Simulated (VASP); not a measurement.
# Pt in VASP: notebook, part 2 of 2

VASP 6.6.1. The steps go on from the part before.

### 3 Electric field gradients, r2SCAN+D3(BJ)

POSCAR reads:

```
Pt
1.0
    0.0000000000      1.9314386481      1.9314386481
    1.9314386481      0.0000000000      1.9314386481
    1.9314386481      1.9314386481      0.0000000000
Pt
1
Direct
    0.0000000000      0.0000000000      0.0000000000
```

INCAR.step1 reads:

```
PREC = Accurate
ENCUT = 520
ISMEAR = -1
SIGMA = 0.03
LREAL = F
LASPH = T
NELM = 60
NBANDS = 11
GGA = PE
ALGO = Normal
EDIFF = 1E-4
LWAVE = T
LCHARG = F
```

INCAR.step2 reads:

```
PREC = Accurate
ENCUT = 520
EDIFF = 1E-8
ISMEAR = -1
SIGMA = 0.03
LREAL = F
LASPH = T
NELM = 60
ALGO = Normal
ISIF = 2
LWAVE = F
LCHARG = F
METAGGA = R2SCAN
LMIXTAU = T
IVDW = 12
VDW_S6 = 1.0
VDW_S8 = 0.78981345
VDW_A1 = 0.49484001
VDW_A2 = 5.73083694
LEFG = T
NBANDS = 11
ISTART = 1
```

KPOINTS reads:

```
Automatic mesh
0
Gamma
  27 27 27
```

Potentials or basis: VASP PAW PBE potentials, release 64 (Pt).

Started as:

```console
> cat potpaw_PBE.64/Pt/POTCAR > POTCAR
> cp INCAR.step1 INCAR
> mpirun -np 1 vasp_std > vasp.out
> cp INCAR.step2 INCAR
> mpirun -np 1 vasp_std > vasp.out
```

OUTCAR:

```text
PREC = Accurate
   ENCUT = 520
   EDIFF = 1E-8
   ISMEAR = -1
   LREAL = F
   LASPH = T
   NELM = 60
   ISIF = 2
   METAGGA = R2SCAN
   IVDW = 12
   ISTART = 1
 IVDW          = 12

 ion  position               nearest neighbor table
   1  0.000  0.000  0.000-

  LATTYP: Found a face centered cubic cell.
 ALAT       =     3.8628772962

  Lattice vectors:
[... 547 lines left out ...]
 -----------------------------------------------------------------------------------
    total drift:                               -0.000000     -0.000000     -0.000000

  FREE ENERGIE OF THE ION-ELECTRON SYSTEM (eV)
  ---------------------------------------------------
  free  energy   TOTEN  =       -51.8350646944 eV

  energy  without entropy=      -51.8300070149  energy(sigma->0) =      -51.83253585

 Electric field gradients (V/A^2)
---------------------------------------------------------------------
 ion       V_xx      V_yy      V_zz      V_xy      V_xz      V_yz
---------------------------------------------------------------------
   1       0.000    -0.000    -0.000    -0.000    -0.000    -0.000
---------------------------------------------------------------------

 Electric field gradients after diagonalization (V/A^2)
 (convention: |V_zz| > |V_xx| > |V_yy|)
----------------------------------------------------------------------
 ion       V_xx      V_yy      V_zz     asymmetry (V_yy - V_xx)/ V_zz
----------------------------------------------------------------------
   1       0.000     0.000    -0.001       0.000
----------------------------------------------------------------------

           NMR quadrupolar parameters

 Cq : quadrupolar parameter    Cq=e*Q*V_zz/h
 eta: asymmetry parameters     (V_yy - V_xx)/ V_zz
 Q  : nuclear electric quadrupole moment in mb (millibarn)
----------------------------------------------------------------------
 ion       Cq(MHz)       eta       Q (mb)
----------------------------------------------------------------------
   1      -0.000       0.000       1.000
----------------------------------------------------------------------
```

OUTCAR.step1:

```text
PREC = Accurate
   ENCUT = 520
   ISMEAR = -1
   LREAL = F
   LASPH = T
   NELM = 60
[... 551 lines left out ...]

 POSITION                                       TOTAL-FORCE (eV/Angst)
 -----------------------------------------------------------------------------------
      0.00000      0.00000      0.00000         0.000000      0.000000      0.000000
 -----------------------------------------------------------------------------------
    total drift:                               -0.000000     -0.000000     -0.000000

  FREE ENERGIE OF THE ION-ELECTRON SYSTEM (eV)
  ---------------------------------------------------
  free  energy   TOTEN  =        -6.0149956226 eV

  energy  without entropy=       -6.0096566339  energy(sigma->0) =       -6.01232613
```

OSZICAR.step1:

```text
N       E                     dE             d eps       ncg     rms          rms(c)
DAV:   1     0.406884276928E+02    0.40688E+02   -0.54022E+03 12488   0.851E+02
DAV:   2    -0.577536171033E+01   -0.46464E+02   -0.44690E+02 14176   0.180E+02
DAV:   3    -0.638221997682E+01   -0.60686E+00   -0.60269E+00 14422   0.196E+01
DAV:   4    -0.638457112170E+01   -0.23511E-02   -0.23510E-02 14275   0.143E+00
DAV:   5    -0.638458894756E+01   -0.17826E-04   -0.17827E-04 14491   0.114E-01    0.148E+01
DAV:   6    -0.606387516007E+01    0.32071E+00   -0.65956E-01 13415   0.660E+00    0.788E+00
DAV:   7    -0.601892397516E+01    0.44951E-01   -0.16023E-01 14165   0.317E+00    0.254E+00
DAV:   8    -0.601517948746E+01    0.37445E-02   -0.77713E-03 13511   0.778E-01    0.557E-01
DAV:   9    -0.601499105295E+01    0.18843E-03   -0.14672E-04 12667   0.110E-01    0.363E-02
DAV:  10    -0.601499562258E+01   -0.45696E-05   -0.42181E-06  6715   0.160E-02
   1 F= -.60149956E+01 E0= -.60123261E+01  d E =-.533899E-02
```

Run time: 4.3 min. Hardware: 1 thread of AMD EPYC 7R13 (Zen 3), shared host; peak memory 0.18 GiB.

Results:

- Free energy: -51.8351 eV
- Pressure: 15.6 GPa
- Band gap on the k mesh: zero (band 5 reaches 12.47 eV, above the bottom of band 6 at 9.91 eV)
- Dispersion energy per atom: -0.385 eV

Levels at points of the mesh, in eV from the Fermi level:
```
           k point  band 2  band 3  band 4  band 5  band 6  band 7  band 8  band 9
(0.00, 0.00, 0.00)   -4.20   -4.20   -4.20   -1.86   -1.86   15.35   20.80   20.80
```

Caveat: without QUAD_EFG the Cq values of the log hold for a quadrupole moment of 1 mb, not for the nuclei; the PAW data sets were made with another functional, which shifts forces and pressure a little; spin-orbit coupling is left out, which moves the levels of the heavy elements; pairwise dispersion overbinds metals, which lowers pressure and volume.

### 4 Electric field gradients, PBE (equal xy, yz and zx shear strains of -1.5 %)

INCAR reads:

```
SYSTEM = Pt
PREC = Accurate ; ENCUT = 430
EDIFF = 1E-8 ; ISMEAR = -1
SIGMA = 0.03 ; LREAL = .False.
LASPH = .True. ; NELM = 120
ALGO = Normal ; ISIF = 2
LWAVE = .False. ; LCHARG = .False.
GGA = PE ; LEFG = .True.
NBANDS = 15 ; GGA_COMPAT = .False.
```

KPOINTS reads:

```
Automatic mesh
0
Gamma
  18 18 18
  0 0 0
```

POSCAR reads:

```
Pt
1.0
   -0.0293685000      1.9432157500      1.9432157500
    1.9432157500     -0.0293685000      1.9432157500
    1.9432157500      1.9432157500     -0.0293685000
Pt
1
Direct
    0.0000000000      0.0000000000      0.0000000000
```

Potentials or basis: VASP PAW PBE potentials, release 64 (Pt_sv_GW).

Started as:

```console
> cat potpaw_PBE.64/Pt_sv_GW/POTCAR > POTCAR
> mpirun -np 1 vasp_std > vasp.out
```

OUTCAR:

```text
SYSTEM = Pt
   PREC = Accurate
   ENCUT = 430
   EDIFF = 1E-8
   ISMEAR = -1
   LREAL = .False.
   LASPH = .True.
   NELM = 120
   ISIF = 2
   GGA = PE

 ion  position               nearest neighbor table
   1  0.000  0.000  0.000-

  LATTYP: Found a trigonal (rhomboedric) cell.
 ALAT       =     2.7482789907
 COS(alpha) =     0.4848312789

  Lattice vectors:

 A1 = (  -0.0293685000,   1.9432157500,   1.9432157500)
 A2 = (   1.9432157500,  -0.0293685000,   1.9432157500)
 A3 = (   1.9432157500,   1.9432157500,  -0.0293685000)

Analysis of symmetry for initial positions (statically):
=====================================================================
 Subroutine PRICEL returns:
 Original cell was already a primitive cell.

 Routine SETGRP: Setting up the symmetry group for a
 trigonal (rhombohedral) supercell.

 Subroutine GETGRP returns: Found 12 space group operations
 (whereof 12 operations were pure point group operations)
 out of a pool of 12 trial point group operations.

The static configuration has the point symmetry D_3d.

Analysis of symmetry for dynamics (positions and initial velocities):
=====================================================================
 Subroutine PRICEL returns:
 Original cell was already a primitive cell.

 Routine SETGRP: Setting up the symmetry group for a
 trigonal (rhombohedral) supercell.

 Subroutine GETGRP returns: Found 12 space group operations
 (whereof 12 operations were pure point group operations)
 out of a pool of 12 trial point group operations.

The dynamic configuration has the point symmetry D_3d.

 Subroutine INISYM returns: Found 12 space group operations
 (whereof 12 operations are pure point group operations),
 and found     1 'primitive' translations

----------------------------------------------------------------------------------------

                                     Primitive cell

  volume of cell :      15.0082

  direct lattice vectors                    reciprocal lattice vectors
    -0.029368500  1.943215750  1.943215750    -0.251544588  0.255404608  0.255404608
     1.943215750 -0.029368500  1.943215750     0.255404608 -0.251544588  0.255404608
     1.943215750  1.943215750 -0.029368500     0.255404608  0.255404608 -0.251544588

  length of vectors
     2.748278991  2.748278991  2.748278991     0.440156458  0.440156458  0.440156458

  position of ions in fractional coordinates (direct lattice)
     0.000000000  0.000000000  0.000000000

  ion indices of the primitive-cell ions
   primitive index   ion index
                 1           1

----------------------------------------------------------------------------------------

 KPOINTS: Automatic mesh

Automatic generation of k-mesh.
 Grid dimensions read from file:
 generate k-points for:   18   18   18

 Generating k-lattice:
[... 72 lines left out ...]
   PSTRESS=    0.0 pullay stress
   NELECT =      18.0000    total number of electrons
   NUPDOWN=      -1.0000    fix difference up-down
   EMIN   =  10.00;   EMAX   =-10.00  energy-range for DOS
   EFERMI =   0.00;   METHOD = LEGACY
   ISMEAR =    -1;   SIGMA  =   0.03  broadening in eV -4-tet -1-fermi 0-gaus
   EFERMI_NEDOS =   21; number of points for ismear=-14 and -15
   IALGO  =     38    algorithm
   IMIX   =      4    mixing-type and parameters
     AMIX     =   0.40;   BMIX     =  1.00
     AMIX_MAG =   1.60;   BMIX_MAG =  1.00
  volume/ion in A,a.u.               =      15.01       101.28
  Fermi-wavevector in a.u.,A,eV,Ry     =   1.739361  3.286916 41.162746  3.025376
  Thomas-Fermi vector in A             =   2.812217
   LORBIT       =      0    0 simple, 1 ext, 2 COOP (PROOUT), +10 PAW based schemes
   GGA     = PE    functional components
   LHFCALC =     F    Hartree Fock is set to
   AEXX    =    0.0000 exact exchange contribution
   IVDW    =     0    specifies the selected vdW correction
   LEPSILON=     F    determine dielectric tensor
   LRPA    =     F    only Hartree local field effects (RPA)
 non-spin polarized calculation
  energy-cutoff  :      430.00
  volume of cell :       15.01
 maximum number of plane-waves:       319
   NGX =  9   NGY =  9   NGZ =  9

 number of electron      18.0000000 magnetization

 Free energy of the ion-electron system (eV)
  ---------------------------------------------------
  ext. energy  EPLUGINS =         0.00000000
  ---------------------------------------------------
  free energy    TOTEN  =        -6.02869826 eV

  energy without entropy =       -6.02239944  energy(sigma->0) =       -6.02554885

 E-fermi :  10.8539     XC(G=0): -14.1216

 val. band max:       10.8533093470   @ k =  -0.3333   0.3889   0.1111
 cond. band min:      10.8542902201   @ k =  -0.3333   0.1667   0.1667
 fundamental gap:      0.0009808731
 Fermi energy:        10.8538720672

 k-point     1 :       0.0000    0.0000    0.0000
  band No.  band energies     occupation
      1     -87.7445      2.00000
      2     -41.7585      2.00000
      3     -41.7319      2.00000
      4     -41.7319      2.00000
      5       0.5997      2.00000
      6       6.9251      2.00000
      7       6.9251      2.00000
      8       7.2129      2.00000
      9       9.2101      2.00000
     10       9.2101      2.00000
     11      25.4686      0.00000
     12      30.2130      0.00000
     13      30.2130      0.00000
     14      30.9469      0.00000
[... 401 lines left out ...]
      2     -41.9579      2.00000
      3     -41.7959      2.00000
      4     -41.7662      2.00000
      5       2.6207      2.00000
      6       6.5090      2.00000
      7       7.2600      2.00000
      8       7.6266      2.00000
      9       9.0585      2.00000
     10       9.7194      2.00000
     11      24.4630      0.00000
     12      27.3421      0.00000
     13      31.9457      0.00000
     14      33.3201      0.00000
     15      34.7747      0.00000

 [... further k-points ...]

------------------------ aborting loop because EDIFF is reached ----------------------------------------

  FORCE on cell =-STRESS in cart. coord.  units (eV):
  Direction    XX          YY          ZZ          XY          YZ          ZX
  --------------------------------------------------------------------------------------
  -------------------------------------------------------------------------------------
  Total        0.8194354      0.8194354      0.8194354      0.1102652      0.1102652      0.1102652
  in kB       87.4777207     87.4777207     87.4777207     11.7712111     11.7712111     11.7712111
  external PRESSURE =      87.4777207 kB  Pullay stress =       0.0000000 kB

 VOLUME and BASIS-vectors are now :
 -----------------------------------------------------------------------------
  energy-cutoff  :      430.00
  volume of cell :       15.01
      direct lattice vectors                 reciprocal lattice vectors
    -0.029368500  1.943215750  1.943215750    -0.251544588  0.255404608  0.255404608
     1.943215750 -0.029368500  1.943215750     0.255404608 -0.251544588  0.255404608
     1.943215750  1.943215750 -0.029368500     0.255404608  0.255404608 -0.251544588

 POSITION                                       TOTAL-FORCE (eV/Angst)
 -----------------------------------------------------------------------------------
      0.00000      0.00000      0.00000        -0.000000      0.000000     -0.000000
 -----------------------------------------------------------------------------------
    total drift:                               -0.000000     -0.000000     -0.000000

  FREE ENERGIE OF THE ION-ELECTRON SYSTEM (eV)
  ---------------------------------------------------
  free  energy   TOTEN  =        -6.0286982634 eV

  energy  without entropy=       -6.0223994400  energy(sigma->0) =       -6.02554885

 Electric field gradients (V/A^2)
---------------------------------------------------------------------
 ion       V_xx      V_yy      V_zz      V_xy      V_xz      V_yz
---------------------------------------------------------------------
   1      -0.000    -0.000    -0.000    -0.921    -0.921    -0.921
---------------------------------------------------------------------

 Electric field gradients after diagonalization (V/A^2)
 (convention: |V_zz| > |V_xx| > |V_yy|)
----------------------------------------------------------------------
 ion       V_xx      V_yy      V_zz     asymmetry (V_yy - V_xx)/ V_zz
----------------------------------------------------------------------
   1       0.921     0.921    -1.841       0.000
----------------------------------------------------------------------

           NMR quadrupolar parameters

 Cq : quadrupolar parameter    Cq=e*Q*V_zz/h
 eta: asymmetry parameters     (V_yy - V_xx)/ V_zz
 Q  : nuclear electric quadrupole moment in mb (millibarn)
----------------------------------------------------------------------
 ion       Cq(MHz)       eta       Q (mb)
----------------------------------------------------------------------
   1      -0.004       0.000       1.000
----------------------------------------------------------------------
```

Run time: 63 s. Hardware: 1 thread of AMD EPYC 9R45 (Zen 5), shared host; peak memory 0.18 GiB.

What came out:

```
Free energy            : -6.0287 eV
Pressure               : 8.7 GPa
Band gap on the k mesh : zero (band 9 reaches 11.37 eV, above the bottom of band 10 at 9.02 eV)
```

Levels at points of the mesh, in eV from the Fermi level:
| k point | band 6 | band 7 | band 8 | band 9 | band 10 | band 11 | band 12 | band 13 |
| --- | --- | --- | --- | --- | --- | --- | --- | --- |
| (0.00, 0.00, 0.00) | -3.93 | -3.93 | -3.64 | -1.64 | -1.64 | 14.61 | 19.36 | 19.36 |
| (0.50, 0.00, 0.00) | -4.06 | -3.71 | -0.54 | -0.07 | 0.10 | 5.80 | 14.25 | 18.91 |
| (0.50, 0.50, 0.00) | -6.68 | -0.01 | 0.48 | 0.52 | 1.80 | 8.97 | 11.16 | 11.72 |
| (0.50, 0.50, 0.50) | -3.92 | -3.92 | -0.28 | 0.09 | 0.09 | 6.23 | 14.03 | 18.69 |

Electric field gradients, principal values (V/Å²):
| atom | least | middle | greatest (by size) |
| --- | --- | --- | --- |
| 1 Pt | 0.921 | 0.921 | -1.841 |

Caveat: the cell differs from its parent crystal (equal xy, yz and zx shear strains of -1.5 %); without QUAD_EFG the Cq values of the log hold for a quadrupole moment of 1 mb, not for the nuclei; spin-orbit coupling is left out, which moves the levels of the heavy elements.

### 5 The runs side by side

| level | potentials or basis | cell | k mesh | cutoff (eV) | second run | gap on the mesh (eV) | pressure (GPa) |
| --- | --- | --- | --- | --- | --- | --- | --- |
| r2SCAN | VASP PAW PBE potentials, release 64 (Pt) | a = 2.731 Å, angles 60.0°, 1 atom | 18 × 18 × 18 | 520 | - | none | 20.0 |
| r2SCAN+D3(BJ) | VASP PAW PBE potentials, release 64 (Pt) | a = 2.731 Å, angles 60.0°, 1 atom | 27 × 27 × 27 | 520 | - | none | 15.6 |
| PBE | VASP PAW PBE potentials, release 64 (Pt_sv_GW) | a = 2.748 Å, angles 61.0°, 1 atom | 18 × 18 × 18 | 430 | valence_matched | none | 8.7 |

Alike in all rows: task electric field gradients; no spin polarisation; smearing fermi-dirac 0.03 eV.

Caveats: spin-orbit coupling is left out, which moves the levels of the heavy elements; the PAW data sets were made with another functional, which shifts forces and pressure a little (some runs); pairwise dispersion overbinds metals, which lowers pressure and volume (some runs).

Total energies depend on the potentials used, so only differences within one code and one set of settings carry meaning.
